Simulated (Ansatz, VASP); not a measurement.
Two plane-wave programs on W

```
CELL_PARAMETERS angstrom
0.00000 -1.98627 -1.98627
0.00000 1.98627 -1.98627
3.97254 0.00000 0.00000
ATOMIC_POSITIONS crystal
W 0.51017 0.48983 0.50000
W 0.98983 0.01017 0.00000
```

Change from the starting cell: mode 4 frozen in at -0.040 Å and mode 6 at +0.000 Å (largest displacements).

Alike in both runs: task single point; functional LDA; k mesh 16 × 16 × 12; occupations gaussian, width 0.15 eV; no spin polarisation.

|  | VASP | Ansatz |
| --- | --- | --- |
| version | VASP 6.6.1 | Ansatz 0.2.0 |
| potentials or method | VASP PAW LDA potentials, release 64 (W_sv), cutoff 520 eV | scalar-relativistic, plane waves, PAW |
| valence electrons in the cell | 28 | 28 |

VASP gave:

| Property | Result |
| --- | --- |
| gap on the k mesh at the Fermi level (eV) | none |
| pressure (GPa) | 2.2 |
| traceless stress, the component that is largest in VASP (GPa) | -0.75 |
| rms of the force components (eV/Å) | 0.178 |

Question: Estimate Ansatz's values.

Answer: gap on the k mesh at the Fermi level (eV): none; pressure (GPa): 0.3; traceless stress, the component that is largest in VASP (GPa): -0.76; rms of the force components (eV/Å): 0.172.

LDA's correlation is that of Perdew and Zunger in VASP and of Perdew and Wang (1992) in Ansatz. Atom by atom the forces differ by 0.005 eV/Å (rms over components). A gap of «none» marks a metal or a gap that the smearing closes.

Spin-orbit coupling is off throughout.
